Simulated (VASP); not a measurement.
# AlN: single point with PBE

Crystal: AlN.

```
Al N
1.0
     3.06009    0.00000    0.00000
    -1.53005    2.65012    0.00000
     0.00000    0.00000    4.90391
Al N
2 2
Direct
  0.33333 0.66667 0.99656
  0.66667 0.33333 0.49656
  0.33333 0.66667 0.37844
  0.66667 0.33333 0.87844
```

This cell differs from its parent crystal: strain -1.5%.

* Program: VASP 6.6.1
* Task: single point
* Functional: PBE
* Potentials or basis: VASP PAW PBE potentials, release 64 (Al, N)
* Cutoff: 520 eV
* k mesh: 12 × 12 × 6
* Occupations: fermi-dirac, width 0.02 eV
* Spin: no spin polarisation
* Dipole correction: no
* Further INCAR settings: ALGO = Normal; EDIFF = 1e-06; NBANDS = 16

The pressure is 14.9 GPa and the largest force is 0.007 eV/Å. The band gap on the k mesh is 4.65 eV, direct.

Forces on the atoms (eV/Å):
```
Al   0.000  0.000 -0.007
Al   0.000  0.000 -0.007
N    0.000  0.000  0.007
N    0.000  0.000  0.007
```

Stress tensor (GPa, compression positive):
```
15.24  0.00  0.00
 0.00 15.24  0.00
 0.00  0.00 14.13
```

Levels at points of the mesh, in eV from the valence-band top:
| k point | band 6 | band 7 | band 8 | band 9 | band 10 | band 11 |
| --- | --- | --- | --- | --- | --- | --- |
| (0.00, 0.00, 0.00) | -0.23 | -0.23 | 0.00 | 4.65 | 7.10 | 11.02 |
| (0.50, 0.00, 0.00) | -2.16 | -1.85 | -0.71 | 5.91 | 5.99 | 8.62 |
| (0.00, 0.00, 0.50) | -0.57 | -0.57 | -0.57 | 6.90 | 6.90 | 10.73 |
| (0.50, 0.00, 0.50) | -1.51 | -1.41 | -1.41 | 5.47 | 5.47 | 9.56 |

It took 29 s on 1 thread of Intel(R) Xeon(R) Platinum 8259CL CPU @ 2.50GHz (Skylake/Cascade Lake), with other jobs on the host, peak memory 0.17 GiB.

Caveat: the cell differs from its parent crystal (strain -1.5%). A k mesh can miss the band edges.
